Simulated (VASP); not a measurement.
Crystal: MnPbO3.

```
Mn Pb O
1.0
     3.91463    0.00000    0.00000
     0.00000    3.91463    0.00000
     0.00000    0.00000    3.91463
Mn Pb O
1 1 3
Direct
  0.50000 0.50000 0.50000
  0.00000 0.00000 0.00000
  0.00000 0.50000 0.50000
  0.50000 0.00000 0.50000
  0.50000 0.50000 0.00000
```

Base run:

```yaml
Program: VASP 6.6.1
Functional: LDA
Potentials_or_basis: VASP PAW LDA potentials, release 64 (Mn_pv, Pb_d, O)
Cutoff: 520 eV
k_mesh: 6 × 6 × 6
Occupations: fermi-dirac, width 0.1 eV
Spin: collinear spin, ferromagnetic start
Starting_moments: "[5.2, 0.0, 0.0, 0.0, 0.0] μB"
```

Its results: pressure -16.6 GPa; net moment 2.98 μB per cell; site moments Mn +2.76; Pb -0.00; O +0.03 μB.

Task: The run is repeated on the same cell with these changes: hubbard terms from none to Mn d U = 4.5 eV. What comes out?

Result: Pressure -11.9 GPa; net moment 3.06 μB per cell; site moments Mn +3.46; Pb -0.04; O -0.14 μB.

Caveats: the cell stands under tension; a cell with one magnetic atom can't hold antiferromagnetic order, which such compounds often take.
